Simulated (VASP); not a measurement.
# HfN in VASP: a series of runs, part 2 of 2

VASP 6.6.1. Earlier steps stand in the parts before.

## Step 4: Electric field gradients, PBEsol (equal xx and yy strain of -2 %)

Input file INCAR:

```
PREC     = Accurate       # precision mode
ENCUT    = 520            # plane-wave cutoff, eV
EDIFF    = 1E-8           # SCF threshold, eV
ISMEAR   = -1             # smearing method
SIGMA    = 0.01           # smearing width, eV
LREAL    = F              # projectors in reciprocal space
LASPH    = T              # aspherical terms in the spheres
NELM     = 120            # most SCF steps
ALGO     = Normal         # electronic algorithm
ISIF     = 2              # what is computed and relaxed
LWAVE    = F              # write WAVECAR
LCHARG   = F              # write CHGCAR
GGA      = PS             # functional
LEFG     = T            
NBANDS   = 14             # bands
GGA_COMPAT= F
```

Input file KPOINTS:

```
Automatic mesh
0
Gamma
  10 10 10
```

Input file POSCAR:

```
HfN
1.0
    0.0000000000      2.2138200000      2.2590000000
    2.2138200000      0.0000000000      2.2590000000
    2.2138200000      2.2138200000      0.0000000000
Hf N
1 1
Direct
    0.0000000000      0.0000000000      0.0000000000
    0.5000000000      0.5000000000      0.5000000000
```

Potentials or basis: VASP PAW PBE potentials, release 64 (Hf_pv, N).

Launch:

```console
> cat potpaw_PBE.64/Hf_pv/POTCAR potpaw_PBE.64/N/POTCAR > POTCAR
> mpirun -np 1 vasp_std > vasp.out
```

OUTCAR:

```text
PREC = Accurate
   ENCUT = 520
   EDIFF = 1E-8
   ISMEAR = -1
   LREAL = F
   LASPH = T
   NELM = 120
   ISIF = 2
   GGA = PS

 ion  position               nearest neighbor table
   1  0.000  0.000  0.000-   2 2.21   2 2.21   2 2.21   2 2.21   2 2.26   2 2.26
   2  0.500  0.500  0.500-   1 2.21   1 2.21   1 2.21   1 2.21   1 2.26   1 2.26

  LATTYP: Found a body centered tetragonal cell.
 ALAT       =     3.1308142687
 C/A-ratio  =     1.4430750636

  Lattice vectors:

 A1 = (  -2.2138200000,   0.0000000000,   2.2590000000)
 A2 = (   2.2138200000,   0.0000000000,   2.2590000000)
 A3 = (   0.0000000000,   2.2138200000,  -2.2590000000)

Analysis of symmetry for initial positions (statically):
=====================================================================
 Subroutine PRICEL returns:
 Original cell was already a primitive cell.

 Routine SETGRP: Setting up the symmetry group for a
 body centered tetragonal supercell.

 Subroutine GETGRP returns: Found 16 space group operations
 (whereof 16 operations were pure point group operations)
 out of a pool of 16 trial point group operations.

The static configuration has the point symmetry D_4h.

Analysis of symmetry for dynamics (positions and initial velocities):
=====================================================================
 Subroutine PRICEL returns:
 Original cell was already a primitive cell.

 Routine SETGRP: Setting up the symmetry group for a
 body centered tetragonal supercell.

 Subroutine GETGRP returns: Found 16 space group operations
 (whereof 16 operations were pure point group operations)
 out of a pool of 16 trial point group operations.

The dynamic configuration has the point symmetry D_4h.

 Subroutine INISYM returns: Found 16 space group operations
 (whereof 16 operations are pure point group operations),
 and found     1 'primitive' translations

----------------------------------------------------------------------------------------

                                     Primitive cell

  volume of cell :      22.1427

  direct lattice vectors                    reciprocal lattice vectors
     0.000000000  2.213820000  2.259000000    -0.225853954  0.225853954  0.221336875
     2.213820000  0.000000000  2.259000000     0.225853954 -0.225853954  0.221336875
     2.213820000  2.213820000  0.000000000     0.225853954  0.225853954 -0.221336875

  length of vectors
     3.162922698  3.162922698  3.130814269     0.388600089  0.388600089  0.388600089

  position of ions in fractional coordinates (direct lattice)
     0.000000000  0.000000000  0.000000000
     0.500000000  0.500000000  0.500000000

  ion indices of the primitive-cell ions
   primitive index   ion index
                 1           1
                 2           2

----------------------------------------------------------------------------------------

 KPOINTS: Automatic mesh

Automatic generation of k-mesh.
[... 76 lines left out ...]
   PSTRESS=    0.0 pullay stress
   NELECT =      15.0000    total number of electrons
   NUPDOWN=      -1.0000    fix difference up-down
   EMIN   =  10.00;   EMAX   =-10.00  energy-range for DOS
   EFERMI =   0.00;   METHOD = LEGACY
   ISMEAR =    -1;   SIGMA  =   0.01  broadening in eV -4-tet -1-fermi 0-gaus
   EFERMI_NEDOS =   21; number of points for ismear=-14 and -15
   IALGO  =     38    algorithm
   IMIX   =      4    mixing-type and parameters
     AMIX     =   0.40;   BMIX     =  1.00
     AMIX_MAG =   1.60;   BMIX_MAG =  1.00
  volume/ion in A,a.u.               =      11.07        74.71
  Fermi-wavevector in a.u.,A,eV,Ry     =   1.437788  2.717026 28.126446  2.067235
  Thomas-Fermi vector in A             =   2.556827
   LORBIT       =      0    0 simple, 1 ext, 2 COOP (PROOUT), +10 PAW based schemes
   GGA     = PS    functional components
   LHFCALC =     F    Hartree Fock is set to
   AEXX    =    0.0000 exact exchange contribution
   IVDW    =     0    specifies the selected vdW correction
   LEPSILON=     F    determine dielectric tensor
   LRPA    =     F    only Hartree local field effects (RPA)
 non-spin polarized calculation
  energy-cutoff  :      520.00
  volume of cell :       22.14
 maximum number of plane-waves:       610
   NGX = 11   NGY = 11   NGZ = 11

 number of electron      15.0000001 magnetization

 Free energy of the ion-electron system (eV)
  ---------------------------------------------------
  ext. energy  EPLUGINS =         0.00000000
  ---------------------------------------------------
  free energy    TOTEN  =       -22.96631532 eV

  energy without entropy =      -22.96611813  energy(sigma->0) =      -22.96621673

 E-fermi :   8.5971     XC(G=0): -13.1054

 val. band max:        8.5929222010   @ k =  -0.2000   0.5000   0.3000
 cond. band min:       8.6201874279   @ k =  -0.1000  -0.0000   0.1000
 fundamental gap:      0.0272652269
 Fermi energy:         8.5971277775

 k-point     1 :       0.0000    0.0000    0.0000
  band No.  band energies     occupation
      1     -22.3419      2.00000
      2     -22.3237      2.00000
      3     -22.3237      2.00000
      4      -9.1229      2.00000
      5       5.4517      2.00000
      6       5.5641      2.00000
      7       5.5641      2.00000
      8       8.0104      2.00000
      9       8.2508      2.00000
     10       8.2508      2.00000
     11      10.1858      0.00000
     12      10.7657      0.00000
     13      11.0412      0.00000
     14      18.2035      0.00000
[... 377 lines left out ...]
      1     -23.1189      2.00000
      2     -22.6229      2.00000
      3     -22.5803      2.00000
      4      -7.6848      2.00000
      5       1.8394      2.00000
      6       3.9098      2.00000
      7       4.4707      2.00000
      8       6.0271      2.00000
      9      12.9178      0.00000
     10      13.4057      0.00000
     11      13.5142      0.00000
     12      13.8856      0.00000
     13      17.8666      0.00000
     14      20.1953      0.00000

 [... further k-points ...]
[... 5 lines left out ...]
  --------------------------------------------------------------------------------------
  -------------------------------------------------------------------------------------
  Total        1.4302775      1.4302775      0.0381530      0.0000000     -0.0000000     -0.0000000
  in kB      103.4903953    103.4903953      2.7606314      0.0000000     -0.0000000     -0.0000000
  external PRESSURE =      69.9138073 kB  Pullay stress =       0.0000000 kB

 VOLUME and BASIS-vectors are now :
 -----------------------------------------------------------------------------
  energy-cutoff  :      520.00
  volume of cell :       22.14
      direct lattice vectors                 reciprocal lattice vectors
     0.000000000  2.213820000  2.259000000    -0.225853954  0.225853954  0.221336875
     2.213820000  0.000000000  2.259000000     0.225853954 -0.225853954  0.221336875
     2.213820000  2.213820000  0.000000000     0.225853954  0.225853954 -0.221336875

 POSITION                                       TOTAL-FORCE (eV/Angst)
 -----------------------------------------------------------------------------------
      0.00000      0.00000      0.00000         0.000000     -0.000000     -0.000000
      2.21382      2.21382      2.25900        -0.000000      0.000000      0.000000
 -----------------------------------------------------------------------------------
    total drift:                                0.000000     -0.000000     -0.000000

  FREE ENERGIE OF THE ION-ELECTRON SYSTEM (eV)
  ---------------------------------------------------
  free  energy   TOTEN  =       -22.9663153217 eV

  energy  without entropy=      -22.9661181299  energy(sigma->0) =      -22.96621673

 Electric field gradients (V/A^2)
---------------------------------------------------------------------
 ion       V_xx      V_yy      V_zz      V_xy      V_xz      V_yz
---------------------------------------------------------------------
   1     -39.659   -39.659    79.317    -0.001    -0.000    -0.000
   2      -3.676    -3.676     7.353     0.001     0.001     0.001
---------------------------------------------------------------------

 Electric field gradients after diagonalization (V/A^2)
 (convention: |V_zz| > |V_xx| > |V_yy|)
----------------------------------------------------------------------
 ion       V_xx      V_yy      V_zz     asymmetry (V_yy - V_xx)/ V_zz
----------------------------------------------------------------------
   1     -39.659   -39.658    79.317       0.000
   2      -3.677    -3.676     7.353       0.000
----------------------------------------------------------------------

           NMR quadrupolar parameters

 Cq : quadrupolar parameter    Cq=e*Q*V_zz/h
 eta: asymmetry parameters     (V_yy - V_xx)/ V_zz
 Q  : nuclear electric quadrupole moment in mb (millibarn)
----------------------------------------------------------------------
 ion       Cq(MHz)       eta       Q (mb)
----------------------------------------------------------------------
   1       0.192       0.000       1.000
   2       0.018       0.000       1.000
----------------------------------------------------------------------
```

Wall time 19 s (1 thread of Intel Xeon Platinum 8259CL at 2.50GHz (Skylake/Cascade Lake), shared host); peak memory 0.16 GiB.

What came out:

```
Free energy : -22.9663 eV
Pressure    : 7.0 GPa
```

Stress tensor (GPa, compression positive):
```
10.35  0.00  0.00
 0.00 10.35  0.00
 0.00  0.00  0.28
```

Electric field gradients, principal values (V/Å²):
```csv
atom,least,middle,greatest (by size)
1 Hf,-39.658,-39.659,79.317
2 N,-3.676,-3.677,7.353
```

Caveat: the cell differs from its parent crystal (equal xx and yy strain of -2 %); without QUAD_EFG the Cq values of the log hold for a quadrupole moment of 1 mb, not for the nuclei; the PAW data sets were made with another functional, which shifts forces and pressure a little; spin-orbit coupling is left out, which moves the levels of the heavy elements.

## Step 5: Electric field gradients, PBEsol (zz strain of -2 %)

Input file INCAR:

```
PREC = Accurate ; ENCUT = 520
EDIFF = 1E-8 ; ISMEAR = -1
SIGMA = 0.01 ; LREAL = F
LASPH = T ; NELM = 120
ALGO = Normal ; ISIF = 2
LWAVE = F ; LCHARG = F
GGA = PS ; LEFG = T
NBANDS = 14 ; GGA_COMPAT = F
```

Input file KPOINTS:

```
regular mesh
0
Gamma
  10 10 10
```

Input file POSCAR:

```
HfN
1.0
    0.0000000000      2.2590000000      2.2138200000
    2.2590000000      0.0000000000      2.2138200000
    2.2590000000      2.2590000000      0.0000000000
Hf N
1 1
Direct
    0.0000000000      0.0000000000      0.0000000000
    0.5000000000      0.5000000000      0.5000000000
```

Potentials or basis: VASP PAW PBE potentials, release 64 (Hf_pv, N).

Launch:

```console
> cat potpaw_PBE.64/Hf_pv/POTCAR potpaw_PBE.64/N/POTCAR > POTCAR
> mpirun -np 1 vasp_std > vasp.out
```

OUTCAR:

```text
PREC = Accurate
   ENCUT = 520
   EDIFF = 1E-8
   ISMEAR = -1
   LREAL = F
   LASPH = T
   NELM = 120
   ISIF = 2
   GGA = PS

 ion  position               nearest neighbor table
   1  0.000  0.000  0.000-   2 2.21   2 2.21   2 2.26   2 2.26   2 2.26   2 2.26
   2  0.500  0.500  0.500-   1 2.21   1 2.21   1 2.26   1 2.26   1 2.26   1 2.26

  LATTYP: Found a body centered tetragonal cell.
 ALAT       =     3.1947084374
 C/A-ratio  =     1.3859292911

  Lattice vectors:
[... 620 lines left out ...]

  FREE ENERGIE OF THE ION-ELECTRON SYSTEM (eV)
  ---------------------------------------------------
  free  energy   TOTEN  =       -22.9765145526 eV

  energy  without entropy=      -22.9760443405  energy(sigma->0) =      -22.97627945

 Electric field gradients (V/A^2)
---------------------------------------------------------------------
 ion       V_xx      V_yy      V_zz      V_xy      V_xz      V_yz
---------------------------------------------------------------------
   1      40.673    40.673   -81.345    -0.000    -0.001    -0.001
   2       3.898     3.898    -7.795     0.001     0.001     0.001
---------------------------------------------------------------------

 Electric field gradients after diagonalization (V/A^2)
 (convention: |V_zz| > |V_xx| > |V_yy|)
----------------------------------------------------------------------
 ion       V_xx      V_yy      V_zz     asymmetry (V_yy - V_xx)/ V_zz
----------------------------------------------------------------------
   1      40.673    40.673   -81.345       0.000
   2       3.898     3.897    -7.795       0.000
----------------------------------------------------------------------

           NMR quadrupolar parameters

 Cq : quadrupolar parameter    Cq=e*Q*V_zz/h
 eta: asymmetry parameters     (V_yy - V_xx)/ V_zz
 Q  : nuclear electric quadrupole moment in mb (millibarn)
----------------------------------------------------------------------
 ion       Cq(MHz)       eta       Q (mb)
----------------------------------------------------------------------
   1      -0.197       0.000       1.000
   2      -0.019       0.000       1.000
----------------------------------------------------------------------
```

It took 20 s on 1 thread of Intel Xeon Platinum 8259CL at 2.50GHz (Skylake/Cascade Lake), shared host; peak memory 0.16 GiB.

Results:

| Property | Result |
| --- | --- |
| Free energy | -22.9765 eV |
| Pressure | 0.8 GPa |

Levels at points of the mesh, in eV from the Fermi level:
```tsv
k point	band 4	band 5	band 6	band 7	band 8	band 9	band 10	band 11	band 12	band 13
(0.00, 0.00, 0.00)	-17.60	-3.09	-3.09	-2.97	-0.49	-0.49	-0.27	1.64	1.80	2.45
(0.50, 0.00, 0.00)	-14.70	-9.06	-6.33	-6.31	3.34	3.72	3.86	4.47	8.83	9.29
(0.50, 0.50, 0.00)	-16.47	-5.27	-4.01	-3.77	-3.77	4.17	5.67	5.67	5.80	8.33
(0.50, 0.00, 0.50)	-16.49	-5.50	-3.95	-3.73	-3.61	4.11	5.52	5.81	5.88	8.10
```

Electric field gradients, principal values (V/Å²):
```csv
atom,least,middle,greatest (by size)
1 Hf,40.673,40.673,-81.345
2 N,3.897,3.898,-7.795
```

Caveat: the cell differs from its parent crystal (zz strain of -2 %); without QUAD_EFG the Cq values of the log hold for a quadrupole moment of 1 mb, not for the nuclei; the PAW data sets were made with another functional, which shifts forces and pressure a little; spin-orbit coupling is left out, which moves the levels of the heavy elements.

## Step 6: Summary

```tsv
cell	gap on the mesh (eV)	pressure (GPa)
a = 3.257 Å, angles 60.0°, 2 atoms	none	-18.9
a = 3.163, b = 3.163, c = 3.131 Å, angles 60.3, 60.3, 59.3°, 2 atoms	none	7.0
a = 3.163, b = 3.163, c = 3.195 Å, angles 59.7, 59.7, 60.7°, 2 atoms	none	0.8
```

Alike in all rows: task electric field gradients; level PBEsol; potentials or basis VASP PAW PBE potentials, release 64 (Hf_pv, N); no spin polarisation; k mesh 10 × 10 × 10; cutoff (eV) 520; smearing fermi-dirac 0.01 eV.

Caveats: the PAW data sets were made with another functional, which shifts forces and pressure a little; spin-orbit coupling is left out, which moves the levels of the heavy elements.

Absolute energies hang on the potentials; compare differences alone.
